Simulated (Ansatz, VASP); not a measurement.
**One calculation of AlSn, two programs**

The input POSCAR:

```
AlSn
1.0
    4.2259084499      0.0000000000      0.0000000000
   -2.1129542249      3.6597440716      0.0000000000
    0.0000000000      0.0000000000      3.3287472872
Sn Al
1 1
Direct
    0.3333333333      0.6666666667      0.5000000000
    0.0000000000      0.0000000000      0.0000000000
```

Contents of INCAR.step1:

```
SYSTEM = AlSn
ALGO     = Normal         ! electronic algorithm
EDIFF    = 1E-4           ! SCF threshold, eV
ENCUT    = 520            ! plane-wave cutoff, eV
GGA      = PE             ! functional
ISMEAR   = -1             ! smearing method
LASPH    = .True.         ! aspherical terms in the spheres
LCHARG   = .False.        ! write CHGCAR
LREAL    = .False.        ! projectors in reciprocal space
LWAVE    = .True.         ! write WAVECAR
NBANDS   = 16             ! bands
NELM     = 100            ! most SCF steps
PREC     = Accurate       ! precision mode
SIGMA    = 0.05           ! smearing width, eV
```

Contents of INCAR.step2:

```
SYSTEM = AlSn
ALGO     = Normal         ! electronic algorithm
EDIFF    = 1E-6           ! SCF threshold, eV
ENCUT    = 520            ! plane-wave cutoff, eV
ISIF     = 2              ! what is computed and relaxed
ISMEAR   = -1             ! smearing method
ISTART   = 1            
LASPH    = .True.         ! aspherical terms in the spheres
LCHARG   = .True.         ! write CHGCAR
LELF     = .True.         ! ELF
LMIXTAU  = .True.       
LREAL    = .False.        ! projectors in reciprocal space
LVHAR    = .True.       
LWAVE    = .False.        ! write WAVECAR
METAGGA  = R2SCAN         ! meta-GGA
NBANDS   = 16             ! bands
NELM     = 100            ! most SCF steps
PREC     = Accurate       ! precision mode
SIGMA    = 0.05           ! smearing width, eV
```

The input KPOINTS:

```
k-points
0
Gamma
  7 7 8
  0 0 0
```

Contents of input.yaml:

```yaml
crystal:
  lattice:
    - [4.2259084499, 0.0, 0.0]
    - [-2.1129542249, 3.6597440716, 0.0]
    - [0.0, 0.0, 3.3287472872]
  atoms:
    - { symbol: Sn, position: [0.3333333333, 0.6666666667, 0.5] }
    - { symbol: Al, position: [0.0, 0.0, 0.0] }
hamiltonian:
  xc: r2scan
  pseudopotentials: { kind: paw }
kpoints:
  mp_grid: { grid: [7, 7, 8] }
scf:
  occupations: { method: fermi_dirac, width: 0.05 }
output:
  forces: true
  stress: true
  eigenvalues: true
  write_density: true
  write_potential: true
  elf: true
  volumetric_format: npy
```

Alike in both runs: task single point; functional r2SCAN; k mesh 7 × 7 × 8; occupations fermi-dirac, width 0.05 eV; no spin polarisation.

|  | VASP | Ansatz |
| --- | --- | --- |
| version | VASP 6.6.1 | Ansatz 0.2.0 |
| potentials or method | VASP PAW PBE potentials, release 64 (Sn_d, Al) | Ansatz PAW |
| plane-wave cutoff (eV) | 520 | 500 |
| valence electrons in the cell | 17 | 17 |

VASP gave:

| Item | Value |
| --- | --- |
| gap on the k mesh at the Fermi level (eV) | none |
| pressure (GPa) | -2.2 |
| traceless stress, the component that is largest in VASP (GPa) | -0.72 |

Task: What did Ansatz give for the same quantities?

Result: gap on the k mesh at the Fermi level (eV): none; pressure (GPa): -2.1; traceless stress, the component that is largest in VASP (GPa): -0.73.

VASP's potentials were made for PBE, not for r2SCAN. A gap of «none» marks a metal or a gap that the smearing closes. With one functional, cell and mesh, what is left measures potentials, basis and numerics.
